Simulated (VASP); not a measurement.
# Li (Im-3m) in VASP: a series of runs

Runs on Li. Level: PBEsol. Tasks: single point, relaxation of cell and atoms.

All numbers are computed with VASP 6.6.1; they aren't measurements. Logs are shortened: lines on timing, memory, paths and dates and some standing lists are left out, and cuts for length are marked.

**1. The cell of the first run**

The structure is cubic, space group Im-3m (No. 229). The conventional cell has a = 3.430 Å, b = 3.430 Å, c = 3.430 Å, α = 90.00°, β = 90.00°, γ = 90.00°. Li (site symmetry m-3m) has 14 Li at 2.97 to 3.43 Å within 3.9 Å.

**2. Single point, PBEsol**

INCAR

```
PREC = Accurate ; ENCUT = 520
EDIFF = 1E-6 ; ISMEAR = -1
SIGMA = 0.02 ; LREAL = False
LASPH = True ; NELM = 60
ALGO = Normal ; ISIF = 2
LWAVE = False ; LCHARG = True
GGA = PS ; LELF = True
LVHAR = True ; NBANDS = 8
```

KPOINTS

```
regular mesh
0
Gamma
  9 9 9
```

POSCAR

```
Li
1.0
   -1.7148791909      1.7148791909      1.7148791909
    1.7148791909     -1.7148791909      1.7148791909
    1.7148791909      1.7148791909     -1.7148791909
Li
1
Direct
    0.0000000000      0.0000000000      0.0000000000
```

Potentials or basis: VASP PAW PBE potentials, release 64 (Li_sv).

The run is started by

```sh
$ cat potpaw_PBE.64/Li_sv/POTCAR > POTCAR
$ mpirun -np 1 vasp_std > vasp.out
```

OUTCAR:

```text
PREC = Accurate
   ENCUT = 520
   EDIFF = 1E-6
   ISMEAR = -1
   LREAL = False
   LASPH = True
   NELM = 60
   ISIF = 2
   GGA = PS

 ion  position               nearest neighbor table
   1  0.000  0.000  0.000-

  LATTYP: Found a body centered cubic cell.
 ALAT       =     3.4297583818

  Lattice vectors:

 A1 = (  -1.7148791909,   1.7148791909,   1.7148791909)
 A2 = (   1.7148791909,  -1.7148791909,   1.7148791909)
 A3 = (   1.7148791909,   1.7148791909,  -1.7148791909)

Analysis of symmetry for initial positions (statically):
=====================================================================
 Subroutine PRICEL returns:
 Original cell was already a primitive cell.

 Routine SETGRP: Setting up the symmetry group for a
 body centered cubic supercell.

 Subroutine GETGRP returns: Found 48 space group operations
 (whereof 48 operations were pure point group operations)
 out of a pool of 48 trial point group operations.

The static configuration has the point symmetry O_h .

Analysis of symmetry for dynamics (positions and initial velocities):
=====================================================================
 Subroutine PRICEL returns:
 Original cell was already a primitive cell.

 Routine SETGRP: Setting up the symmetry group for a
 body centered cubic supercell.

 Subroutine GETGRP returns: Found 48 space group operations
 (whereof 48 operations were pure point group operations)
 out of a pool of 48 trial point group operations.

The dynamic configuration has the point symmetry O_h .

 Subroutine INISYM returns: Found 48 space group operations
 (whereof 48 operations are pure point group operations),
 and found     1 'primitive' translations

----------------------------------------------------------------------------------------

                                     Primitive cell

  volume of cell :      20.1725

  direct lattice vectors                    reciprocal lattice vectors
    -1.714879191  1.714879191  1.714879191     0.000000000  0.291565728  0.291565728
     1.714879191 -1.714879191  1.714879191     0.291565728  0.000000000  0.291565728
     1.714879191  1.714879191 -1.714879191     0.291565728  0.291565728  0.000000000

  length of vectors
     2.970257887  2.970257887  2.970257887     0.412336207  0.412336207  0.412336207

[... 77 lines left out ...]
   NELM   =     60;   NELMIN=  2; NELMDL= -5     # of ELM steps
   EDIFF  = 0.1E-05   stopping-criterion for ELM
   LREAL  =      F    real-space projection
   EDIFFG = 0.1E-04   stopping-criterion for IOM
   NSW    =      0    number of steps for IOM
   IBRION =     -1    ionic relax: 0-MD 1-quasi-New 2-CG
   NFREE  =      0    steps in history (QN), initial steepest desc. (CG)
   ISIF   =      2    stress and relaxation
   ISYM   =      2    0-nonsym 1-usesym 2-fastsym
   POTIM  = 0.5000    time-step for ionic-motion
   TEBEG  =    0.0;   TEEND  =   0.0 temperature during run
   PSTRESS=    0.0 pullay stress
   NELECT =       3.0000    total number of electrons
   NUPDOWN=      -1.0000    fix difference up-down
   EMIN   =  10.00;   EMAX   =-10.00  energy-range for DOS
   EFERMI =   0.00;   METHOD = LEGACY
   ISMEAR =    -1;   SIGMA  =   0.02  broadening in eV -4-tet -1-fermi 0-gaus
   EFERMI_NEDOS =   21; number of points for ismear=-14 and -15
   IALGO  =     38    algorithm
   IMIX   =      4    mixing-type and parameters
     AMIX     =   0.40;   BMIX     =  1.00
     AMIX_MAG =   1.60;   BMIX_MAG =  1.00
  volume/ion in A,a.u.               =      20.17       136.13
  Fermi-wavevector in a.u.,A,eV,Ry     =   0.867351  1.639056 10.235640  0.752298
  Thomas-Fermi vector in A             =   1.985873
   LORBIT       =      0    0 simple, 1 ext, 2 COOP (PROOUT), +10 PAW based schemes
   GGA     = PS    functional components
   LHFCALC =     F    Hartree Fock is set to
   AEXX    =    0.0000 exact exchange contribution
   IVDW    =     0    specifies the selected vdW correction
   LEPSILON=     F    determine dielectric tensor
   LRPA    =     F    only Hartree local field effects (RPA)
 non-spin polarized calculation
  energy-cutoff  :      520.00
  volume of cell :       20.17
 maximum number of plane-waves:       559
 NGX is ok and might be reduce to    24
   NGX = 11   NGY = 11   NGZ = 11

 number of electron       3.0000002 magnetization

 Free energy of the ion-electron system (eV)
  ---------------------------------------------------
  ext. energy  EPLUGINS =         0.00000000
  ---------------------------------------------------
  free energy    TOTEN  =        -1.96810852 eV

  energy without entropy =       -1.96627909  energy(sigma->0) =       -1.96719380

 E-fermi :   0.5972     XC(G=0):  -7.0294

 val. band max:        0.5826793243   @ k =  -0.3333   0.4444   0.1111
 cond. band min:       0.8338016504   @ k =  -0.4444   0.4444   0.1111
 fundamental gap:      0.2511223261
 Fermi energy:         0.5971664366

 k-point     1 :       0.0000    0.0000    0.0000
  band No.  band energies     occupation
      1     -45.2637      2.00000
      2      -2.9208      2.00000
      3      15.3204      0.00000
      4      15.3204      0.00000
      5      15.3204      0.00000
      6      20.0572      0.00000
      7      20.0572      0.00000
      8      20.0572      0.00000
[... 243 lines left out ...]
 k-point    24 :      -0.4444   -0.4444    0.1111
  band No.  band energies     occupation
      1     -45.2392      2.00000
      2       1.7325      0.00000
      3       4.0866      0.00000
      4       8.1638      0.00000
      5      12.8023      0.00000
      6      15.8662      0.00000
      7      18.7232      0.00000
      8      18.7400      0.00000

 [... further k-points ...]

------------------------ aborting loop because EDIFF is reached ----------------------------------------

  FORCE on cell =-STRESS in cart. coord.  units (eV):
  Direction    XX          YY          ZZ          XY          YZ          ZX
  --------------------------------------------------------------------------------------
  -------------------------------------------------------------------------------------
  Total       -0.0063551     -0.0063551     -0.0063551     -0.0000000      0.0000000     -0.0000000
  in kB       -0.5047444     -0.5047444     -0.5047444     -0.0000000      0.0000000     -0.0000000
  external PRESSURE =      -0.5047444 kB  Pullay stress =       0.0000000 kB

 VOLUME and BASIS-vectors are now :
 -----------------------------------------------------------------------------
  energy-cutoff  :      520.00
  volume of cell :       20.17
      direct lattice vectors                 reciprocal lattice vectors
    -1.714879191  1.714879191  1.714879191     0.000000000  0.291565728  0.291565728
     1.714879191 -1.714879191  1.714879191     0.291565728  0.000000000  0.291565728
     1.714879191  1.714879191 -1.714879191     0.291565728  0.291565728  0.000000000

 POSITION                                       TOTAL-FORCE (eV/Angst)
 -----------------------------------------------------------------------------------
      0.00000      0.00000      0.00000        -0.000000      0.000000      0.000000
 -----------------------------------------------------------------------------------
    total drift:                                0.000000      0.000000     -0.000000

  FREE ENERGIE OF THE ION-ELECTRON SYSTEM (eV)
  ---------------------------------------------------
  free  energy   TOTEN  =        -1.9681085175 eV

  energy  without entropy=       -1.9662790862  energy(sigma->0) =       -1.96719380
```

stdout:

```text
POSCAR found type information on POSCAR Li
 POSCAR found :  1 types and       1 ions
 scaLAPACK will be used
 -----------------------------------------------------------------------------
|                                                                             |
|                                                                             |
|     You enforced a specific xc type in the INCAR file but a different       |
|     I HOPE YOU KNOW WHAT YOU ARE DOING!                                     |
|                                                                             |
 -----------------------------------------------------------------------------

 LDA part: xc-table for (Slater+PW92), standard interpolation
 POSCAR, INCAR and KPOINTS ok, starting setup
 FFT: planning ... GRIDC
 FFT: planning ... GRID_SOFT
 FFT: planning ... GRID
 WAVECAR not read
 entering main loop
```

It took 7.9 s on 1 thread of Intel Xeon 8259CL, shared host; peak memory 0.13 GiB.

Results:

| Property | Result |
| --- | --- |
| Free energy | -1.9681 eV |
| Band gap on the k mesh | zero (an odd number of electrons rules out a gap without spin polarisation) |

Caveat: the cutoff is under 1.25 times the usual one of these potentials, so pressure, stress and relaxed cells hold a basis-set (Pulay) error; the PAW data sets were made with another functional, which shifts forces and pressure a little.

**3. Relaxation of cell and atoms, PBEsol**

This run uses another cell than the first one, of 21.61 Å³/atom.

INCAR

```
PREC = Accurate
ENCUT = 600
EDIFF = 1E-6
ISMEAR = -1
SIGMA = 0.02
LREAL = False
LASPH = True
NELM = 60
ALGO = Normal
ISIF = 3
LWAVE = False
LCHARG = False
GGA = PS
IBRION = 2
NSW = 60
EDIFFG = -0.02
```

KPOINTS

```
Automatic mesh
0
Gamma
  9 9 9
```

POSCAR

```
Li
1.0
   -1.7546500000      1.7546500000      1.7546500000
    1.7546500000     -1.7546500000      1.7546500000
    1.7546500000      1.7546500000     -1.7546500000
Li
1
Direct
    0.0000000000      0.0000000000      0.0000000000
```

Potentials or basis: VASP PAW PBE potentials, release 64 (Li_sv).

The run is started by

```sh
$ cat potpaw_PBE.64/Li_sv/POTCAR > POTCAR
$ mpirun -np 1 vasp_std > vasp.out
```

OUTCAR:

```text
PREC = Accurate
   ENCUT = 600
   EDIFF = 1E-6
   ISMEAR = -1
   LREAL = False
   LASPH = True
   NELM = 60
   ISIF = 3
   GGA = PS
   IBRION = 2
   NSW = 60
   EDIFFG = -0.02

 ion  position               nearest neighbor table
   1  0.000  0.000  0.000-

  LATTYP: Found a body centered cubic cell.
 ALAT       =     3.5093000000

  Lattice vectors:

 A1 = (  -1.7546500000,   1.7546500000,   1.7546500000)
 A2 = (   1.7546500000,  -1.7546500000,   1.7546500000)
 A3 = (   1.7546500000,   1.7546500000,  -1.7546500000)

Analysis of symmetry for initial positions (statically):
=====================================================================
 Subroutine PRICEL returns:
 Original cell was already a primitive cell.

 Routine SETGRP: Setting up the symmetry group for a
 body centered cubic supercell.

 Subroutine GETGRP returns: Found 48 space group operations
 (whereof 48 operations were pure point group operations)
 out of a pool of 48 trial point group operations.

The static configuration has the point symmetry O_h .

Analysis of symmetry for dynamics (positions and initial velocities):
=====================================================================
 Subroutine PRICEL returns:
 Original cell was already a primitive cell.

 Routine SETGRP: Setting up the symmetry group for a
 body centered cubic supercell.

 Subroutine GETGRP returns: Found 48 space group operations
 (whereof 48 operations were pure point group operations)
 out of a pool of 48 trial point group operations.

The dynamic configuration has the point symmetry O_h .

 Subroutine INISYM returns: Found 48 space group operations
 (whereof 48 operations are pure point group operations),
 and found     1 'primitive' translations

----------------------------------------------------------------------------------------

                                     Primitive cell

  volume of cell :      21.6088
[... 116 lines left out ...]
   LEPSILON=     F    determine dielectric tensor
   LRPA    =     F    only Hartree local field effects (RPA)
 conjugate gradient relaxation of ions
 non-spin polarized calculation
  energy-cutoff  :      600.00
  volume of cell :       21.61
 maximum number of plane-waves:       735
   NGX = 13   NGY = 13   NGZ = 13

--------------------------------------- Ionic step        1  -------------------------------------------

 number of electron       2.9999991 magnetization

 Free energy of the ion-electron system (eV)
  ---------------------------------------------------
  ext. energy  EPLUGINS =         0.00000000
  ---------------------------------------------------
  free energy    TOTEN  =        -1.96532010 eV

  energy without entropy =       -1.96341877  energy(sigma->0) =       -1.96436943

------------------------ aborting loop because EDIFF is reached ----------------------------------------

  FORCE on cell =-STRESS in cart. coord.  units (eV):
  Direction    XX          YY          ZZ          XY          YZ          ZX
  --------------------------------------------------------------------------------------
  -------------------------------------------------------------------------------------
  Total       -0.1225827     -0.1225827     -0.1225827      0.0000000      0.0000000      0.0000000
  in kB       -9.0888359     -9.0888359     -9.0888359      0.0000000      0.0000000      0.0000000
  external PRESSURE =      -9.0888359 kB  Pullay stress =       0.0000000 kB
[... 127 lines left out ...]
--------------------------------------- Ionic step        5  -------------------------------------------

 number of electron       3.0000003 magnetization

 Free energy of the ion-electron system (eV)
  ---------------------------------------------------
  ext. energy  EPLUGINS =         0.00000000
  ---------------------------------------------------
  free energy    TOTEN  =        -1.97023769 eV

  energy without entropy =       -1.96841446  energy(sigma->0) =       -1.96932607

 E-fermi :   0.6172     XC(G=0):  -7.0487

 val. band max:        0.6027935843   @ k =  -0.3333   0.4444   0.1111
 cond. band min:       0.8537184874   @ k =  -0.4444   0.4444   0.1111
 fundamental gap:      0.2509249031
 Fermi energy:         0.6171689137

 k-point     1 :       0.0000    0.0000    0.0000
  band No.  band energies     occupation
      1     -45.2257      2.00000
      2      -2.9118      2.00000
      3      15.4195      0.00000
      4      15.4195      0.00000
      5      15.4195      0.00000
[... 177 lines left out ...]
 k-point    24 :      -0.4444   -0.4444    0.1111
  band No.  band energies     occupation
      1     -45.2010      2.00000
      2       1.7557      0.00000
      3       4.1268      0.00000
      4       8.2254      0.00000
      5      12.8868      0.00000

 [... further k-points ...]

------------------------ aborting loop because EDIFF is reached ----------------------------------------

  FORCE on cell =-STRESS in cart. coord.  units (eV):
  Direction    XX          YY          ZZ          XY          YZ          ZX
  --------------------------------------------------------------------------------------
  -------------------------------------------------------------------------------------
  Total       -0.0038563     -0.0038563     -0.0038563      0.0000000      0.0000000     -0.0000000
  in kB       -0.3086244     -0.3086244     -0.3086244      0.0000000      0.0000000     -0.0000000
  external PRESSURE =      -0.3086244 kB  Pullay stress =       0.0000000 kB
[... 16 lines left out ...]
  FREE ENERGIE OF THE ION-ELECTRON SYSTEM (eV)
  ---------------------------------------------------
  free  energy   TOTEN  =        -1.9702376857 eV

  energy  without entropy=       -1.9684144589  energy(sigma->0) =       -1.96932607

 reached required accuracy - stopping structural energy minimisation
```

OSZICAR:

```text
N       E                     dE             d eps       ncg     rms          rms(c)
DAV:   1     0.539279571898E+00    0.53928E+00   -0.74328E+02   350   0.453E+02
DAV:   2    -0.180832683920E+01   -0.23476E+01   -0.22658E+01   445   0.611E+01
DAV:   3    -0.196147081270E+01   -0.15314E+00   -0.15169E+00   490   0.112E+01
[... 37 lines left out ...]
DAV:   2    -0.197407439929E+01    0.63704E-02   -0.14031E-02   430   0.120E+00    0.736E-01
DAV:   3    -0.197030023426E+01    0.37742E-02   -0.11784E-02   615   0.692E-01    0.118E-01
DAV:   4    -0.197024300909E+01    0.57225E-04   -0.29176E-04   435   0.185E-01    0.316E-02
DAV:   5    -0.197023755928E+01    0.54498E-05   -0.70209E-05   490   0.774E-02    0.105E-03
DAV:   6    -0.197023768566E+01   -0.12638E-06   -0.19236E-06   290   0.193E-02
   5 F= -.19702377E+01 E0= -.19693261E+01  d E =-.491759E-02
```

Wall time 12 s (1 thread of Intel Xeon 8259CL, shared host); peak memory 0.13 GiB.

What came out:

* Free energy: -1.9702 eV
* Relaxed volume: 20.02 Å³/atom
* Relaxed cell: a = 2.963 Å, b = 2.963 Å, c = 2.963 Å, α = 109.47°, β = 109.47°, γ = 109.47°
* Space group after relaxing (to 0.1 Å): Im-3m (No. 229)
* Energy gained by relaxing: 4.9 meV/atom
* Ionic steps: 5
* Pressure after relaxing: 0.0 GPa
* Band gap on the k mesh: zero (an odd number of electrons rules out a gap without spin polarisation)

Step by step:
```tsv
step	energy change (eV)	largest force (eV/Å)	pressure (GPa)	volume (Å³)
1	0.0000	0.0000	-0.91	21.61
2	-0.0020	0.0000	-0.73	21.23
3	-0.0046	0.0000	-0.26	20.39
4	-0.0014	0.0000	0.97	18.77
5	-0.0049	0.0000	-0.03	20.02
```

Final structure:
```cif
data_structure
_symmetry_space_group_name_H-M 'P 1'
_symmetry_Int_Tables_number 1
_cell_length_a 2.9627
_cell_length_b 2.9627
_cell_length_c 2.9627
_cell_angle_alpha 109.471
_cell_angle_beta 109.471
_cell_angle_gamma 109.471
_cell_volume 20.02
loop_
_atom_site_label
_atom_site_type_symbol
_atom_site_fract_x
_atom_site_fract_y
_atom_site_fract_z
_atom_site_occupancy
Li1 Li 0.00000 0.00000 0.00000 1
```

Caveat: the cutoff is under 1.25 times the usual one of these potentials, so pressure, stress and relaxed cells hold a basis-set (Pulay) error; the PAW data sets were made with another functional, which shifts forces and pressure a little.

The gap in the log of VASP goes by the Fermi energy; the results here count the filled bands.